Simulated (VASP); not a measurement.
## TaSi2: single point with PBE

The system is TaSi2.

```
CELL_PARAMETERS angstrom
1.99344 1.15091 4.25655
-1.99344 1.15091 4.25655
0.00000 -2.30183 4.25655
ATOMIC_POSITIONS crystal
Ta 0.94985 0.94985 0.94985
Si 0.74717 0.74717 0.74717
Si 0.36381 0.36381 0.36381
```

The cell was built from a structure type or drawn by symmetry, and may not be a known phase.

```yaml
Program: VASP 6.6.1
Task: single point
Functional: PBE
Potentials_or_basis: VASP PAW PBE potentials, release 64 (Ta_pv, Si)
Cutoff: 500 eV
k_mesh: 6 × 6 × 6
Occupations: gaussian, width 0.2 eV
Spin: no spin polarisation
Dipole_correction: no
Further_INCAR_settings: ALGO = Normal; EDIFF = 1e-06; NBANDS = 16
```

```
Pressure               : 0.0 GPa
Largest force          : 0.008 eV/Å
Band gap on the k mesh : zero (an odd number of electrons rules out a gap without spin polarisation)
```

Forces in eV/Å, atoms in the order of the input:
```
Ta   0.000  0.000  0.004
Si   0.000  0.000  0.003
Si   0.000  0.000 -0.008
```

Levels at points of the mesh, in eV from the Fermi level:
```
           k point  band 7  band 8  band 9  band 10  band 11  band 12  band 13  band 14
(0.00, 0.00, 0.00)   -3.40   -1.32   -1.32    -0.69     0.49     1.82     1.82     3.26
(0.50, 0.00, 0.00)   -2.89   -2.38   -0.58    -0.29     0.76     2.12     2.51     3.93
(0.50, 0.50, 0.00)   -3.66   -3.09   -1.15     0.66     0.87     1.19     1.84     4.94
(0.50, 0.50, 0.50)   -3.60   -1.21   -0.60    -0.60     0.34     1.67     1.67     4.79
```

Wall time 24 s on 1 thread of AMD EPYC 9R45 96-Core Processor (Zen 5), on a shared host, peak memory 0.18 GiB.

Caveat: spin-orbit coupling is left out, which moves the levels of the heavy elements.
